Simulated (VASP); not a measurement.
# FCClBrH in VASP: single point with r2SCAN

Aim: the single point of FCClBrH with r2SCAN.

Program: VASP 6.6.1. These are calculated values, not measurements. Logs are shortened: lines on timing, memory, paths and dates and some standing lists are left out, and cuts for length are marked.

## Step 1: The cell of the first run

The cell holds a molecule in a box, 5 atoms: a = 12.000 Å, b = 12.000 Å, c = 12.000 Å, α = 90.00°, β = 90.00°, γ = 90.00°.

## Step 2: Single point, r2SCAN (last atom moved by 0.05 Å along z)

The input, INCAR:

```
METAGGA = R2SCAN
ISMEAR = 0
SIGMA = 0.03
LWAVE = False
LCHARG = False
ISIF = 0
PREC = Accurate
LASPH = True
LREAL = False
ALGO = Normal
EDIFF = 1E-7
NELM = 120
GGA_COMPAT = False
ENCUT = 720
EFERMI = MIDGAP
NELMDL = -8
LMIXTAU = True
NBANDS = 39
```

The input, KPOINTS:

```
k-points
0
Gamma
  1 1 1
```

The input, POSCAR:

```
HCBrClF
1.0
   12.0000000000      0.0000000000      0.0000000000
    0.0000000000     12.0000000000      0.0000000000
    0.0000000000      0.0000000000     12.0000000000
F C Cl Br H
1 1 1 1 1
Direct
    0.4594083300      0.5128833300      0.6062791700
    0.5026166700      0.5076250000      0.5035291700
    0.6148250000      0.4141166700      0.5017875000
    0.3873416700      0.4647250000      0.3993875000
    0.5323833300      0.5893833300      0.4825125000
```

Potentials or basis: VASP PAW PBE potentials, release 64 (F, C, Cl, Br, H).

Command:

```console
cat potpaw_PBE.64/F/POTCAR potpaw_PBE.64/C/POTCAR potpaw_PBE.64/Cl/POTCAR potpaw_PBE.64/Br/POTCAR potpaw_PBE.64/H/POTCAR > POTCAR
mpirun -np 2 vasp_gam > vasp.out
```

OUTCAR:

```text
METAGGA = R2SCAN
   ISMEAR = 0
   ISIF = 0
   PREC = Accurate
   LASPH = True
   LREAL = False
   EDIFF = 1E-7
   NELM = 120
   ENCUT = 720
   EFERMI = MIDGAP
   NELMDL = -8

 ion  position               nearest neighbor table
   1  0.459  0.513  0.606-   2 1.34
   2  0.503  0.508  0.504-   5 1.07   1 1.34   3 1.75   4 1.93
   3  0.615  0.414  0.502-   2 1.75
   4  0.387  0.465  0.399-   2 1.93
   5  0.532  0.589  0.483-   2 1.07

  LATTYP: Found a simple cubic cell.
 ALAT       =    12.0000000000

  Lattice vectors:

 A1 = (  12.0000000000,   0.0000000000,   0.0000000000)
 A2 = (   0.0000000000,  12.0000000000,   0.0000000000)
 A3 = (   0.0000000000,   0.0000000000,  12.0000000000)

Analysis of symmetry for initial positions (statically):
=====================================================================
 Subroutine PRICEL returns:
 Original cell was already a primitive cell.

 Routine SETGRP: Setting up the symmetry group for a
 simple cubic supercell.

 Subroutine GETGRP returns: Found  1 space group operations
 (whereof  1 operations were pure point group operations)
 out of a pool of 48 trial point group operations.

The static configuration has the point symmetry C_1 .

Analysis of symmetry for dynamics (positions and initial velocities):
=====================================================================
 Subroutine PRICEL returns:
 Original cell was already a primitive cell.

 Routine SETGRP: Setting up the symmetry group for a
 simple cubic supercell.

 Subroutine GETGRP returns: Found  1 space group operations
 (whereof  1 operations were pure point group operations)
 out of a pool of 48 trial point group operations.

The dynamic configuration has the point symmetry C_1 .

 Subroutine INISYM returns: Found  1 space group operations
 (whereof  1 operations are pure point group operations),
 and found     1 'primitive' translations

----------------------------------------------------------------------------------------

                                     Primitive cell

  volume of cell :    1728.0000

  direct lattice vectors                    reciprocal lattice vectors
    12.000000000  0.000000000  0.000000000     0.083333333  0.000000000  0.000000000
     0.000000000 12.000000000  0.000000000     0.000000000  0.083333333  0.000000000
     0.000000000  0.000000000 12.000000000     0.000000000  0.000000000  0.083333333

  length of vectors
    12.000000000 12.000000000 12.000000000     0.083333333  0.083333333  0.083333333

  position of ions in fractional coordinates (direct lattice)
     0.459408330  0.512883330  0.606279170
     0.502616670  0.507625000  0.503529170
     0.614825000  0.414116670  0.501787500
     0.387341670  0.464725000  0.399387500
     0.532383330  0.589383330  0.482512500

  ion indices of the primitive-cell ions
   primitive index   ion index
                 1           1
                 2           2
                 3           3
                 4           4
                 5           5

----------------------------------------------------------------------------------------

 KPOINTS: k-points

Automatic generation of k-mesh.
 Grid dimensions read from file:
 generate k-points for:    1    1    1

 Generating k-lattice:

  Cartesian coordinates                     Fractional coordinates (reciprocal lattice)
     0.083333333  0.000000000  0.000000000     1.000000000  0.000000000  0.000000000
     0.000000000  0.083333333  0.000000000     0.000000000  1.000000000  0.000000000
     0.000000000  0.000000000  0.083333333     0.000000000  0.000000000  1.000000000

  Length of vectors
     0.083333333  0.083333333  0.083333333

  Shift w.r.t. Gamma in fractional coordinates (k-lattice)
     0.000000000  0.000000000  0.000000000

 Subroutine IBZKPT returns following result:
 ===========================================

 Found      1 irreducible k-points:

 Following reciprocal coordinates:
            Coordinates               Weight
  0.000000  0.000000  0.000000      1.000000
   k-points           NKPTS =      1   k-points in BZ     NKDIM =      1   number of bands    NBANDS=     40
   number of dos      NEDOS =    301   number of ions     NIONS =      5
   total plane-waves  NPLWV = ******
   dimension x,y,z NGX =   108 NGY =  108 NGZ =  108
   dimension x,y,z NGXF=   216 NGYF=  216 NGZF=  216
   ions per type =               1   1   1   1   1
   NGX,Y,Z   is equivalent  to a cutoff of  14.96, 14.96, 14.96 a.u.
   NGXF,Y,Z  is equivalent  to a cutoff of  29.92, 29.92, 29.92 a.u.
 SYSTEM =  unknown system
   PREC   = accura    normal or accurate (medium, high low for compatibility)
   ISTART =      0    job   : 0-new  1-cont  2-samecut
   ICHARG =      2    charge: 1-file 2-atom 10-const
   ISPIN  =      1    spin polarized calculation?
   LNONCOLLINEAR =      F non collinear calculations
   LSORBIT =      F    spin-orbit coupling
   LASPH  =      T    aspherical Exc in radial PAW
   ENCUT  =  720.0 eV  52.92 Ry    7.27 a.u.  26.25 26.25 26.25*2*pi/ulx,y,z
   NELM   =    120;   NELMIN=  2; NELMDL= -8     # of ELM steps
   EDIFF  = 0.1E-06   stopping-criterion for ELM
   LREAL  =      F    real-space projection
   EDIFFG = 0.1E-05   stopping-criterion for IOM
   NSW    =      0    number of steps for IOM
   IBRION =     -1    ionic relax: 0-MD 1-quasi-New 2-CG
   NFREE  =      0    steps in history (QN), initial steepest desc. (CG)
   ISIF   =      0    stress and relaxation
   ISYM   =      2    0-nonsym 1-usesym 2-fastsym
   POTIM  = 0.5000    time-step for ionic-motion
   TEBEG  =    0.0;   TEEND  =   0.0 temperature during run

   SCALEE = 1.0000    scale energy and forces
   PSTRESS=    0.0 pullay stress
   NELECT =      26.0000    total number of electrons
   NUPDOWN=      -1.0000    fix difference up-down
   EMIN   =  10.00;   EMAX   =-10.00  energy-range for DOS
   EFERMI =   0.00;   METHOD = MIDGAP
   ISMEAR =     0;   SIGMA  =   0.03  broadening in eV -4-tet -1-fermi 0-gaus
   EFERMI_NEDOS =   21; number of points for ismear=-14 and -15
   IALGO  =     38    algorithm
   IMIX   =      4    mixing-type and parameters
     AMIX     =   0.40;   BMIX     =  1.00
     AMIX_MAG =   1.60;   BMIX_MAG =  1.00
  volume/ion in A,a.u.               =     345.60      2332.22
  Fermi-wavevector in a.u.,A,eV,Ry     =   0.404158  0.763748  2.222428  0.163344
  Thomas-Fermi vector in A             =   1.355594
   LORBIT       =      0    0 simple, 1 ext, 2 COOP (PROOUT), +10 PAW based schemes
   METAGGA = R2SCAN    functional components
   LHFCALC =     F    Hartree Fock is set to
   AEXX    =    0.0000 exact exchange contribution
   IVDW    =     0    specifies the selected vdW correction
   LEPSILON=     F    determine dielectric tensor
   LRPA    =     F    only Hartree local field effects (RPA)

   CSHIFT  =0.1000    complex shift for real part using Kramers Kronig

   OMEGAMAX=  -1.0    maximum frequency
 non-spin polarized calculation
 Gauss-broadening in eV      SIGMA  =   0.03
  energy-cutoff  :      720.00
  volume of cell :     1728.00
 maximum number of plane-waves:     37963
 NGX is ok and might be reduce to   108
   NGX = 53   NGY = 53   NGZ = 53

 number of electron      25.9999999 magnetization

 Free energy of the ion-electron system (eV)
  ---------------------------------------------------
  ext. energy  EPLUGINS =         0.00000000
  ---------------------------------------------------
  free energy    TOTEN  =       -38.35675589 eV

  energy without entropy =      -38.35675589  energy(sigma->0) =      -38.35675589

 E-fermi :  -4.4479     XC(G=0):  -0.6021

 val. band max:       -7.3015849045   @ k =   0.0000   0.0000   0.0000
 cond. band min:      -1.5942946154   @ k =   0.0000   0.0000   0.0000
 fundamental gap:      5.7072902891
 Fermi energy:        -4.4479397599

 k-point     1 :       0.0000    0.0000    0.0000
  band No.  band energies     occupation
      1     -33.2679      2.00000
      2     -23.2733      2.00000
      3     -21.2332      2.00000
      4     -17.4083      2.00000
      5     -14.2063      2.00000
      6     -13.2504      2.00000
      7     -12.9134      2.00000
      8     -10.0173      2.00000
      9      -9.8016      2.00000
     10      -8.5215      2.00000
     11      -8.0352      2.00000
     12      -7.5030      2.00000
     13      -7.3016      2.00000
     14      -1.5943      0.00000
     15      -0.0794      0.00000
     16       0.1074      0.00000
     17       0.9632      0.00000
     18       1.1368      0.00000
     19       1.2375      0.00000
     20       1.2493      0.00000
     21       1.2890      0.00000
     22       1.3040      0.00000
     23       1.5463      0.00000
     24       1.9466      0.00000
     25       2.1525      0.00000
 [bands above 25 left out]

------------------------ aborting loop because EDIFF is reached ----------------------------------------

 VOLUME and BASIS-vectors are now :
 -----------------------------------------------------------------------------
  energy-cutoff  :      720.00
  volume of cell :     1728.00
      direct lattice vectors                 reciprocal lattice vectors
    12.000000000  0.000000000  0.000000000     0.083333333  0.000000000  0.000000000
     0.000000000 12.000000000  0.000000000     0.000000000  0.083333333  0.000000000
     0.000000000  0.000000000 12.000000000     0.000000000  0.000000000  0.083333333

 POSITION                                       TOTAL-FORCE (eV/Angst)
 -----------------------------------------------------------------------------------
      5.51290      6.15460      7.27535        -0.420230     -0.124104      0.847438
      6.03140      6.09150      6.04235         0.311366     -0.157700     -0.318758
      7.37790      4.96940      6.02145         0.090285     -0.082151     -0.008461
      4.64810      5.57670      4.79265        -0.119313      0.007958     -0.132096
      6.38860      7.07260      5.79015         0.137891      0.355997     -0.388124
 -----------------------------------------------------------------------------------
    total drift:                                0.000796     -0.000739     -0.000840

  FREE ENERGIE OF THE ION-ELECTRON SYSTEM (eV)
  ---------------------------------------------------
  free  energy   TOTEN  =       -38.3567558866 eV

  energy  without entropy=      -38.3567558866  energy(sigma->0) =      -38.35675589
```

It took 9.7 min on 2 MPI ranks of Intel Xeon 6975P-C (Granite Rapids), shared host; peak memory 1.4 GiB.

What came out:

```
Free energy                     : -38.3568 eV
Largest force                   : 0.954 eV/Å
Gap between the frontier levels : 5.71 eV
```

Forces in eV/Å, atoms in the order of the input:
```
F   -0.420 -0.124  0.847
C    0.311 -0.158 -0.319
Cl   0.090 -0.082 -0.008
Br  -0.119  0.008 -0.132
H    0.138  0.356 -0.388
```

Levels at points of the mesh, in eV from the valence-band top:
```tsv
k point	band 9	band 10	band 11	band 12	band 13	band 14	band 15	band 16	band 17	band 18
(0.00, 0.00, 0.00)	-2.50	-1.22	-0.73	-0.20	0.00	5.71	7.22	7.41	8.26	8.44
```

Caveat: the cell differs from its parent crystal (last atom moved by 0.05 Å along z); the PAW data sets were made with another functional, which shifts forces and pressure a little.
